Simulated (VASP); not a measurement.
Write the native input for VASP 6.6.1 that does the following.

```
Task                   : single point
Functional             : PBE
Potentials or basis    : VASP PAW PBE potentials, release 64 (P)
Cutoff                 : 520 eV
k mesh                 : 10 × 10 × 10
Occupations            : fermi-dirac, width 0.05 eV
Spin                   : no spin polarisation
Dipole correction      : no
Further INCAR settings : ALGO = Normal; EDIFF = 1e-06; NBANDS = 12
```

The structure of P lies in POSCAR:

```
P
1.0
    0.0000000000      2.6566464230      2.6566464230
    2.6566464230      0.0000000000      2.6566464230
    2.6566464230      2.6566464230      0.0000000000
P
2
Direct
   -0.1250000000     -0.1250000000     -0.1250000000
    0.1250000000      0.1250000000      0.1250000000
```

This isn't the form of P at room conditions, which is orthorhombic.

These files were run (other wordings do the same):

INCAR

```
SYSTEM = P
ALGO = Normal
EDIFF = 1E-6
ENCUT = 520
GGA = PE
ISIF = 2
ISMEAR = -1
LASPH = .TRUE.
LCHARG = .FALSE.
LREAL = .FALSE.
LWAVE = .FALSE.
NBANDS = 12
NELM = 80
PREC = Accurate
SIGMA = 0.05
```

KPOINTS

```
k-points
0
G
  10 10 10
  0 0 0
```

Potentials or basis: VASP PAW PBE potentials, release 64 (P).

The run is started by

```bash
$ cat potpaw_PBE.64/P/POTCAR > POTCAR
$ mpirun -np 1 vasp_std > vasp.out
```

It gave:

| Property | Result |
| --- | --- |
| Pressure | 4.4 GPa |
| Band gap on the k mesh | zero (bands 5 and 6 overlap by 2.43 eV) |

Caveat: the cell stands under pressure.

It took 33 s on 1 thread of AMD EPYC 7R13, on a shared host, peak memory 0.12 GiB.
